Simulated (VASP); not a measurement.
# C (P6_3/mmc) in VASP: single point with PBEsol

Aim: the single point of C with PBEsol.

All numbers are computed with VASP 6.6.1; they aren't measurements. Logs are shortened: lines on timing, memory, paths and dates and some standing lists are left out, and cuts for length are marked.

**1. The cell of the first run**

The structure is hexagonal, space group P6_3/mmc (No. 194). The conventional cell has a = 2.520 Å, b = 2.520 Å, c = 4.180 Å, α = 90.00°, β = 90.00°, γ = 120.00°. C (site symmetry 3m) has 4 C at 1.55 to 1.56 Å within 2.1 Å.

**2. Single point, PBEsol**

File INCAR:

```
SYSTEM = C
PREC     = Accurate       ! precision mode
ENCUT    = 1300           ! plane-wave cutoff, eV
EDIFF    = 1E-6           ! SCF threshold, eV
ISMEAR   = 0              ! smearing method
SIGMA    = 0.1            ! smearing width, eV
LREAL    = .FALSE.        ! projectors in reciprocal space
LASPH    = .TRUE.         ! aspherical terms in the spheres
NELM     = 120            ! most SCF steps
ALGO     = Normal         ! electronic algorithm
ISIF     = 2              ! what is computed and relaxed
LWAVE    = .FALSE.        ! write WAVECAR
LCHARG   = .FALSE.        ! write CHGCAR
GGA      = PS             ! functional
NBANDS   = 16             ! bands
GGA_COMPAT= .FALSE.
```

File KPOINTS:

```
regular mesh
0
G
  9 9 4
  0 0 0
```

File POSCAR:

```
C
1.0
    2.5200000000      0.0000000000      0.0000000000
   -1.2600000000      2.1823840175      0.0000000000
    0.0000000000      0.0000000000      4.1800000000
C
4
Direct
    0.3333333333      0.6666666667      0.0000000000
    0.6666666667      0.3333333333      0.5000000000
    0.3333333333      0.6666666667      0.3740000000
    0.6666666667      0.3333333333      0.8740000000
```

Potentials or basis: VASP PAW PBE potentials, release 64 (C_h).

Run with:

```console
> cat potpaw_PBE.64/C_h/POTCAR > POTCAR
> mpirun -np 1 vasp_std > vasp.out
```

OUTCAR:

```text
SYSTEM = C
   PREC = Accurate
   ENCUT = 1300
   EDIFF = 1E-6
   ISMEAR = 0
   LREAL = .FALSE.
   LASPH = .TRUE.
   NELM = 120
   ISIF = 2
   GGA = PS

 ion  position               nearest neighbor table
   1  0.333  0.667  0.000-
   2  0.667  0.333  0.500-
   3  0.333  0.667  0.374-
   4  0.667  0.333  0.874-

  LATTYP: Found a hexagonal cell.
 ALAT       =     2.5200000000
 C/A-ratio  =     1.6587301587

  Lattice vectors:

 A1 = (   2.5200000000,   0.0000000000,   0.0000000000)
 A2 = (  -1.2600000000,   2.1823840175,   0.0000000000)
 A3 = (   0.0000000000,   0.0000000000,   4.1800000000)

Analysis of symmetry for initial positions (statically):
=====================================================================
 Subroutine PRICEL returns:
 Original cell was already a primitive cell.

 Routine SETGRP: Setting up the symmetry group for a
 hexagonal supercell.

 Subroutine GETGRP returns: Found 24 space group operations
 (whereof  6 operations were pure point group operations)
 out of a pool of 24 trial point group operations.

The static configuration has the point symmetry C_3v.
 The point group associated with its full space group is D_6h.

Analysis of symmetry for dynamics (positions and initial velocities):
=====================================================================
 Subroutine PRICEL returns:
 Original cell was already a primitive cell.

 Routine SETGRP: Setting up the symmetry group for a
 hexagonal supercell.

 Subroutine GETGRP returns: Found 24 space group operations
 (whereof  6 operations were pure point group operations)
 out of a pool of 24 trial point group operations.

The dynamic configuration has the point symmetry C_3v.
 The point group associated with its full space group is D_6h.

 Subroutine INISYM returns: Found 24 space group operations
 (whereof  6 operations are pure point group operations),
 and found     1 'primitive' translations

----------------------------------------------------------------------------------------

                                     Primitive cell

  volume of cell :      22.9884

  direct lattice vectors                    reciprocal lattice vectors
     2.520000000  0.000000000  0.000000000     0.396825397  0.229107250  0.000000000
    -1.260000000  2.182384017  0.000000000     0.000000000  0.458214499  0.000000000
     0.000000000  0.000000000  4.180000000     0.000000000  0.000000000  0.239234450

  length of vectors
     2.520000000  2.520000000  4.180000000     0.458214499  0.458214499  0.239234450

  position of ions in fractional coordinates (direct lattice)
     0.333333333  0.666666667  0.000000000
     0.666666667  0.333333333  0.500000000
     0.333333333  0.666666667  0.374000000
     0.666666667  0.333333333  0.874000000

  ion indices of the primitive-cell ions
   primitive index   ion index
                 1           1
                 2           2
                 3           3
                 4           4

----------------------------------------------------------------------------------------

 KPOINTS: regular mesh

Automatic generation of k-mesh.
 Grid dimensions read from file:
 generate k-points for:    9    9    4

 Generating k-lattice:

  Cartesian coordinates                     Fractional coordinates (reciprocal lattice)
     0.044091711  0.025456361  0.000000000     0.111111111  0.000000000  0.000000000
     0.000000000  0.050912722  0.000000000     0.000000000  0.111111111  0.000000000
     0.000000000  0.000000000  0.059808612     0.000000000  0.000000000  0.250000000

  Length of vectors
     0.050912722  0.050912722  0.059808612

  Shift w.r.t. Gamma in fractional coordinates (k-lattice)
     0.000000000  0.000000000  0.000000000

 Subroutine IBZKPT returns following result:
 ===========================================

 Found     36 irreducible k-points:

 Following reciprocal coordinates:
            Coordinates               Weight
  0.000000  0.000000  0.000000      1.000000
  0.111111 -0.000000  0.000000      6.000000
  0.222222  0.000000  0.000000      6.000000
  0.333333 -0.000000  0.000000      6.000000
  0.444444  0.000000  0.000000      6.000000
  0.111111  0.111111  0.000000      6.000000
[... 16 lines left out ...]
  0.333333  0.222222  0.250000     24.000000
  0.333333  0.333333  0.250000      4.000000
 [... further k-points ...]
   k-points           NKPTS =     36   k-points in BZ     NKDIM =     36   number of bands    NBANDS=     16
   number of dos      NEDOS =    301   number of ions     NIONS =      4
   total plane-waves  NPLWV =  45000
   dimension x,y,z NGX =    30 NGY =   30 NGZ =   50
   dimension x,y,z NGXF=    60 NGYF=   60 NGZF=  100
   ions per type =               4
   NGX,Y,Z   is equivalent  to a cutoff of  19.79, 19.79, 19.89 a.u.
   NGXF,Y,Z  is equivalent  to a cutoff of  39.58, 39.58, 39.77 a.u.
 SYSTEM =  C
   PREC   = accura    normal or accurate (medium, high low for compatibility)
   ISTART =      0    job   : 0-new  1-cont  2-samecut
   ICHARG =      2    charge: 1-file 2-atom 10-const
   ISPIN  =      1    spin polarized calculation?
   LNONCOLLINEAR =      F non collinear calculations
   LSORBIT =      F    spin-orbit coupling
   LASPH  =      T    aspherical Exc in radial PAW
   ENCUT  = 1300.0 eV  95.55 Ry    9.77 a.u.   7.41  7.41 12.29*2*pi/ulx,y,z
   NELM   =    120;   NELMIN=  2; NELMDL= -5     # of ELM steps
   EDIFF  = 0.1E-05   stopping-criterion for ELM
   LREAL  =      F    real-space projection
   EDIFFG = 0.1E-04   stopping-criterion for IOM
   NSW    =      0    number of steps for IOM
   IBRION =     -1    ionic relax: 0-MD 1-quasi-New 2-CG
   NFREE  =      0    steps in history (QN), initial steepest desc. (CG)
   ISIF   =      2    stress and relaxation
   ISYM   =      2    0-nonsym 1-usesym 2-fastsym
   POTIM  = 0.5000    time-step for ionic-motion
   TEBEG  =    0.0;   TEEND  =   0.0 temperature during run
   PSTRESS=    0.0 pullay stress
   NELECT =      16.0000    total number of electrons
   NUPDOWN=      -1.0000    fix difference up-down
   EMIN   =  10.00;   EMAX   =-10.00  energy-range for DOS
   EFERMI =   0.00;   METHOD = LEGACY
   ISMEAR =     0;   SIGMA  =   0.10  broadening in eV -4-tet -1-fermi 0-gaus
   EFERMI_NEDOS =   21; number of points for ismear=-14 and -15
   IALGO  =     38    algorithm
   IMIX   =      4    mixing-type and parameters
     AMIX     =   0.40;   BMIX     =  1.00
     AMIX_MAG =   1.60;   BMIX_MAG =  1.00
  volume/ion in A,a.u.               =       5.75        38.78
  Fermi-wavevector in a.u.,A,eV,Ry     =   1.450815  2.741644 28.638432  2.104865
  Thomas-Fermi vector in A             =   2.568384
   LORBIT       =      0    0 simple, 1 ext, 2 COOP (PROOUT), +10 PAW based schemes
   GGA     = PS    functional components
   LHFCALC =     F    Hartree Fock is set to
   AEXX    =    0.0000 exact exchange contribution
   IVDW    =     0    specifies the selected vdW correction
   LEPSILON=     F    determine dielectric tensor
   LRPA    =     F    only Hartree local field effects (RPA)
 non-spin polarized calculation
 Gauss-broadening in eV      SIGMA  =   0.10
  energy-cutoff  :     1300.00
  volume of cell :       22.99
 maximum number of plane-waves:      2472
 NGX is ok and might be reduce to    30
   NGX = 15   NGY = 15   NGZ = 25

 number of electron      16.0000000 magnetization

 Free energy of the ion-electron system (eV)
  ---------------------------------------------------
  ext. energy  EPLUGINS =         0.00000000
  ---------------------------------------------------
  free energy    TOTEN  =       -38.44439323 eV

  energy without entropy =      -38.44439323  energy(sigma->0) =      -38.44439323

 E-fermi :  11.4761     XC(G=0): -13.5002

 val. band max:       11.0218880519   @ k =   0.0000   0.0000   0.0000
 cond. band min:      14.1088628846   @ k =   0.3333   0.3333   0.0000
 fundamental gap:      3.0869748327
 Fermi energy:        11.4760754546

 k-point     1 :       0.0000    0.0000    0.0000
  band No.  band energies     occupation
      1     -10.6512      2.00000
      2      -5.0420      2.00000
      3      -2.6485      2.00000
      4       7.9147      2.00000
      5       7.9147      2.00000
      6      10.4857      2.00000
[... 8 lines left out ...]
     15      24.8114      0.00000
     16      28.4477      0.00000

 k-point     2 :       0.1111   -0.0000    0.0000
  band No.  band energies     occupation
      1     -10.3472      2.00000
      2      -4.7681      2.00000
      3      -2.3662      2.00000
      4       6.4739      2.00000
      5       7.3238      2.00000
      6       9.8060      2.00000
[... 8 lines left out ...]
     15      25.1794      0.00000
     16      27.2344      0.00000

 k-point     3 :       0.2222    0.0000    0.0000
  band No.  band energies     occupation
      1      -9.4418      2.00000
      2      -3.9515      2.00000
      3      -1.5630      2.00000
      4       3.4937      2.00000
      5       6.1727      2.00000
      6       7.2415      2.00000
[... 8 lines left out ...]
     15      25.2592      0.00000
     16      26.1847      0.00000

 k-point     4 :       0.3333   -0.0000    0.0000
  band No.  band energies     occupation
      1      -7.9632      2.00000
      2      -2.6129      2.00000
      3      -0.7916      2.00000
      4       0.7809      2.00000
      5       4.4108      2.00000
      6       5.1795      2.00000
[... 8 lines left out ...]
     15      25.7139      0.00000
     16      27.0062      0.00000

 k-point     5 :       0.4444    0.0000    0.0000
  band No.  band energies     occupation
      1      -6.0567      2.00000
      2      -2.9277      2.00000
      3      -0.8516      2.00000
      4       1.4672      2.00000
      5       1.8293      2.00000
      6       4.6362      2.00000
[... 8 lines left out ...]
     15      27.1338      0.00000
     16      29.0046      0.00000

 k-point     6 :       0.1111    0.1111    0.0000
  band No.  band energies     occupation
      1      -9.7424      2.00000
      2      -4.2228      2.00000
      3      -1.8208      2.00000
      4       4.6281      2.00000
      5       6.0295      2.00000
      6       8.1918      2.00000
[... 8 lines left out ...]
     15      25.9693      0.00000
     16      26.1975      0.00000
[... 267 lines left out ...]
 k-point    21 :       0.4444    0.1111    0.2500
  band No.  band energies     occupation
      1      -4.8433      2.00000
      2      -3.1513      2.00000
      3      -1.6988      2.00000
      4      -0.0351      2.00000
      5       3.4621      2.00000
      6       4.3815      2.00000
[... 8 lines left out ...]
     15      25.8115      0.00000
     16      28.3108      0.00000

 k-point    22 :       0.2222    0.2222    0.2500
  band No.  band energies     occupation
      1      -6.6906      2.00000
      2      -3.6038      2.00000
      3       0.0925      2.00000
      4       2.5643      2.00000
      5       3.0985      2.00000
      6       3.1645      2.00000
[... 8 lines left out ...]
     15      24.2897      0.00000
     16      26.3745      0.00000

 k-point    23 :       0.3333    0.2222    0.2500
  band No.  band energies     occupation
      1      -4.8395      2.00000
      2      -2.3752      2.00000
      3      -1.4464      2.00000
      4       0.8718      2.00000
      5       1.6295      2.00000
      6       4.1146      2.00000
[... 8 lines left out ...]
     15      25.2784      0.00000
     16      26.8148      0.00000

 k-point    24 :       0.3333    0.3333    0.2500
  band No.  band energies     occupation
      1      -3.2094      2.00000
      2      -3.2094      2.00000
      3      -0.0893      2.00000
      4      -0.0893      2.00000
      5       0.3346      2.00000
      6       3.1322      2.00000
[... 8 lines left out ...]
     15      26.1907      0.00000
     16      26.1907      0.00000

 [... further k-points ...]
[... 5 lines left out ...]
  --------------------------------------------------------------------------------------
  -------------------------------------------------------------------------------------
  Total       -1.5385656     -1.5385656     -0.8821052      0.0000000      0.0000000      0.0000000
  in kB     -107.2305705   -107.2305705    -61.4784564      0.0000000      0.0000000      0.0000000
  external PRESSURE =     -91.9798658 kB  Pullay stress =       0.0000000 kB

 VOLUME and BASIS-vectors are now :
 -----------------------------------------------------------------------------
  energy-cutoff  :     1300.00
  volume of cell :       22.99
      direct lattice vectors                 reciprocal lattice vectors
     2.520000000  0.000000000  0.000000000     0.396825397  0.229107250  0.000000000
    -1.260000000  2.182384017  0.000000000     0.000000000  0.458214499  0.000000000
     0.000000000  0.000000000  4.180000000     0.000000000  0.000000000  0.239234450

 POSITION                                       TOTAL-FORCE (eV/Angst)
 -----------------------------------------------------------------------------------
     -0.00000      1.45492      0.00000         0.000000      0.000000     -0.087956
      1.26000      0.72746      2.09000        -0.000000     -0.000000     -0.087956
     -0.00000      1.45492      1.56332         0.000000     -0.000000      0.087956
      1.26000      0.72746      3.65332        -0.000000      0.000000      0.087956
 -----------------------------------------------------------------------------------
    total drift:                               -0.000000      0.000000      0.000001

  FREE ENERGIE OF THE ION-ELECTRON SYSTEM (eV)
  ---------------------------------------------------
  free  energy   TOTEN  =       -38.4443932342 eV

  energy  without entropy=      -38.4443932342  energy(sigma->0) =      -38.44439323
```

Wall time 16 s (1 thread of Intel Xeon 6975P-C (Granite Rapids), shared host); peak memory 0.2 GiB.

Results:

```yaml
Free_energy: -38.4444 eV
Pressure: -9.2 GPa
Largest_force: 0.088 eV/Å
Band_gap_on_the_k_mesh: 3.09 eV (least direct gap 4.82 eV)
```

Forces in eV/Å, atoms in the order of the input:
```
C    0.000  0.000 -0.088
C    0.000  0.000 -0.088
C    0.000  0.000  0.088
C    0.000  0.000  0.088
```

Stress tensor (GPa, compression positive):
```
-10.72   0.00   0.00
  0.00 -10.72   0.00
  0.00   0.00  -6.15
```

Caveat: the cell stands under tension; the PAW data sets were made with another functional, which shifts forces and pressure a little.
